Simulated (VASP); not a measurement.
# C (P1) in VASP: a series of runs, part 2 of 2

VASP 6.6.1. The steps go on from the part before.

### Step 3. Single point, LDA (atoms moved at random)

The input, INCAR:

```
SYSTEM = C
ALGO = Normal
EDIFF = 1E-6
ENCUT = 520
ISIF = 2
ISMEAR = 0
LASPH = .TRUE.
LCHARG = .TRUE.
LELF = .TRUE.
LREAL = .FALSE.
LVHAR = .TRUE.
LWAVE = .FALSE.
NBANDS = 26
NELM = 80
PREC = Accurate
SIGMA = 0.05
```

The input, KPOINTS:

```
k-points
0
G
  8 8 8
  0 0 0
```

The input, POSCAR:

```
C
1.0
   -2.4103983070      2.4103983070      2.4103983070
    2.4103983070     -2.4103983070      2.4103983070
    2.4103983070      2.4103983070     -2.4103983070
C
8
Direct
    0.3407147082     -0.0614915713      0.0392347714
    0.6735855516      0.6569863282      0.6156475443
    0.0846765708      0.2974411163     -0.0095875935
   -0.0603754888      0.0364482205      0.3257874939
   -0.0766807508      0.6640131460      0.0579627260
    0.3426763504      0.3935543167      0.3442916627
    0.6698699582     -0.0155065547     -0.0480188643
    0.0255331003      0.0285549984      0.6746822595
```

Potentials or basis: VASP PAW LDA potentials, release 64 (C).

The run is started by

```sh
$ cat potpaw_LDA.64/C/POTCAR > POTCAR
$ mpirun -np 1 vasp_std > vasp.out
```

OUTCAR:

```text
SYSTEM = C
   EDIFF = 1E-6
   ENCUT = 520
   ISIF = 2
   ISMEAR = 0
   LASPH = .TRUE.
   LREAL = .FALSE.
   NELM = 80
   PREC = Accurate

 ion  position               nearest neighbor table
   1  0.341  0.939  0.039-   7 1.50   5 1.78   8 1.89   6 1.90
   2  0.674  0.657  0.616-   6 1.23   7 1.61   8 1.62   5 1.78
   3  0.085  0.297  0.990-   8 1.29   6 1.33   7 1.70   5 1.84
   4  0.940  0.036  0.326-   8 1.39   7 1.48   5 1.55   6 1.80
   5  0.923  0.664  0.058-   4 1.55   2 1.78   1 1.78   3 1.84   7 2.03
   6  0.343  0.394  0.344-   2 1.23   3 1.33   4 1.80   1 1.90
   7  0.670  0.984  0.952-   4 1.48   1 1.50   2 1.61   3 1.70   5 2.03
   8  0.026  0.029  0.675-   3 1.29   4 1.39   2 1.62   1 1.89

  LATTYP: Found a body centered cubic cell.
 ALAT       =     4.8207966140

  Lattice vectors:

 A1 = (  -2.4103983070,   2.4103983070,   2.4103983070)
 A2 = (   2.4103983070,  -2.4103983070,   2.4103983070)
 A3 = (   2.4103983070,   2.4103983070,  -2.4103983070)

Analysis of symmetry for initial positions (statically):
=====================================================================
 Subroutine PRICEL returns:
 Original cell was already a primitive cell.

 Routine SETGRP: Setting up the symmetry group for a
 body centered cubic supercell.

 Subroutine GETGRP returns: Found  1 space group operations
 (whereof  1 operations were pure point group operations)
 out of a pool of 48 trial point group operations.

The static configuration has the point symmetry C_1 .

Analysis of symmetry for dynamics (positions and initial velocities):
=====================================================================
 Subroutine PRICEL returns:
 Original cell was already a primitive cell.

 Routine SETGRP: Setting up the symmetry group for a
 body centered cubic supercell.

[... 139 lines left out ...]
  Thomas-Fermi vector in A             =   2.485203
   LORBIT       =      0    0 simple, 1 ext, 2 COOP (PROOUT), +10 PAW based schemes
   GGA     = CA    functional components
   LHFCALC =     F    Hartree Fock is set to
   AEXX    =    0.0000 exact exchange contribution
   IVDW    =     0    specifies the selected vdW correction
   LEPSILON=     F    determine dielectric tensor
   LRPA    =     F    only Hartree local field effects (RPA)
 non-spin polarized calculation
 Gauss-broadening in eV      SIGMA  =   0.05
  energy-cutoff  :      520.00
  volume of cell :       56.02
 maximum number of plane-waves:      1526
   NGX = 15   NGY = 15   NGZ = 15

 number of electron      32.0000001 magnetization

 Free energy of the ion-electron system (eV)
  ---------------------------------------------------
  ext. energy  EPLUGINS =         0.00000000
  ---------------------------------------------------
  free energy    TOTEN  =       -63.93866043 eV

  energy without entropy =      -63.93717876  energy(sigma->0) =      -63.93791960

 E-fermi :   7.7901     XC(G=0): -12.2011

 val. band max:        7.7710827129   @ k =   0.2500  -0.1250  -0.1250
 cond. band min:       7.7917180209   @ k =   0.2500   0.1250  -0.2500
 fundamental gap:      0.0206353080
 Fermi energy:         7.7901027275

 k-point     1 :       0.0000    0.0000    0.0000
  band No.  band energies     occupation
      1     -14.0355      2.00000
      2      -7.6161      2.00000
      3      -7.1766      2.00000
      4      -6.2448      2.00000
      5      -5.4264      2.00000
      6      -4.5786      2.00000
[... 685 lines left out ...]
     25      17.1396      0.00000
     26      18.0076      0.00000

 [... further k-points ...]

------------------------ aborting loop because EDIFF is reached ----------------------------------------

  FORCE on cell =-STRESS in cart. coord.  units (eV):
  Direction    XX          YY          ZZ          XY          YZ          ZX
  --------------------------------------------------------------------------------------
  -------------------------------------------------------------------------------------
  Total       12.0534974     16.0547300      2.1195627      9.9947444      3.1370415      6.4585666
  in kB      344.7444058    459.1844344     60.6220212    285.8616160     89.7231297    184.7227109
  external PRESSURE =     288.1836205 kB  Pullay stress =       0.0000000 kB

 VOLUME and BASIS-vectors are now :
 -----------------------------------------------------------------------------
  energy-cutoff  :      520.00
  volume of cell :       56.02
      direct lattice vectors                 reciprocal lattice vectors
    -2.410398307  2.410398307  2.410398307     0.000000000  0.207434596  0.207434596
     2.410398307 -2.410398307  2.410398307     0.207434596  0.000000000  0.207434596
     2.410398307  2.410398307 -2.410398307     0.207434596  0.207434596  0.000000000

 POSITION                                       TOTAL-FORCE (eV/Angst)
 -----------------------------------------------------------------------------------
      1.53549     -1.34635      2.98887         0.178650     -3.458803      1.998481
      1.44395      1.52397      1.72325         7.849460      8.593010      4.663551
      2.90014      1.87444     -1.46623         9.762313     -5.776111     -0.464276
     -1.39174      2.96229      1.56745        -3.802779      4.245965      2.318622
     -0.48532      0.76474      3.68639        -5.217660     -1.324737      4.680965
      0.95252      0.70724      0.94473        -5.827644     -0.691100     -7.783993
      3.05302      1.53629      1.69302         2.654881      0.273808     -3.117828
      1.63354      1.61897     -1.49588        -5.597222     -1.862032     -2.295521
 -----------------------------------------------------------------------------------
    total drift:                                0.000026      0.000059      0.000113

  FREE ENERGIE OF THE ION-ELECTRON SYSTEM (eV)
  ---------------------------------------------------
  free  energy   TOTEN  =       -63.9386604282 eV

  energy  without entropy=      -63.9371787648  energy(sigma->0) =      -63.93791960
```

OSZICAR:

```text
N       E                     dE             d eps       ncg     rms          rms(c)
DAV:   1     0.813892426754E+02    0.81389E+02   -0.16458E+04 13520   0.117E+03
DAV:   2    -0.616150256507E+02   -0.14300E+03   -0.13073E+03 16906   0.236E+02
DAV:   3    -0.686186785621E+02   -0.70037E+01   -0.68322E+01 17556   0.476E+01
DAV:   4    -0.687253640577E+02   -0.10669E+00   -0.10634E+00 17120   0.639E+00
DAV:   5    -0.687278725543E+02   -0.25085E-02   -0.25061E-02 17610   0.891E-01    0.129E+01
DAV:   6    -0.647678664862E+02    0.39600E+01   -0.49069E+00 16598   0.166E+01    0.716E+00
DAV:   7    -0.640870141917E+02    0.68085E+00   -0.17841E+00 16724   0.816E+00    0.385E+00
DAV:   8    -0.639416066503E+02    0.14541E+00   -0.48417E-01 16840   0.390E+00    0.120E+00
DAV:   9    -0.639394339889E+02    0.21727E-02   -0.28268E-02 16708   0.113E+00    0.544E-01
DAV:  10    -0.639387707521E+02    0.66324E-03   -0.32784E-03 16668   0.371E-01    0.122E-01
DAV:  11    -0.639386606514E+02    0.11010E-03   -0.40957E-04 16690   0.145E-01    0.410E-02
DAV:  12    -0.639386589668E+02    0.16847E-05   -0.87467E-05 15734   0.588E-02    0.175E-02
DAV:  13    -0.639386602776E+02   -0.13108E-05   -0.56695E-06 16022   0.146E-02    0.787E-03
DAV:  14    -0.639386604282E+02   -0.15059E-06   -0.44475E-07  8254   0.462E-03
   1 F= -.63938660E+02 E0= -.63937920E+02  d E =-.148166E-02
```

stdout:

```text
POSCAR found type information on POSCAR C
 POSCAR found :  1 types and       8 ions
 scaLAPACK will be used
 LDA part: xc-table for (Slater(with rela. corr.)+CA(PZ))
 , standard interpolation
 POSCAR, INCAR and KPOINTS ok, starting setup
 FFT: planning ... GRIDC
 FFT: planning ... GRID_SOFT
 FFT: planning ... GRID
 WAVECAR not read
 entering main loop
```

Run time: 6.8 min. Hardware: 1 thread of Intel Xeon 8259CL, shared host; peak memory 0.33 GiB.

What came out:

| Quantity | Value |
| --- | --- |
| Free energy | -63.9387 eV |
| Pressure | 28.8 GPa |
| Largest force | 12.538 eV/Å |
| Band gap on the k mesh | zero (band 16 reaches 8.59 eV, above the bottom of band 17 at 7.34 eV) |

Forces on the atoms (eV/Å):
```
C    0.179 -3.459  1.998
C    7.849  8.593  4.664
C    9.762 -5.776 -0.464
C   -3.803  4.246  2.319
C   -5.218 -1.325  4.681
C   -5.828 -0.691 -7.784
C    2.655  0.274 -3.118
C   -5.597 -1.862 -2.296
```

Caveat: the cell differs from its parent crystal (atoms moved at random); forces of over 1 eV/Å act on the atoms, so gaps and moduli don't describe the material at rest.
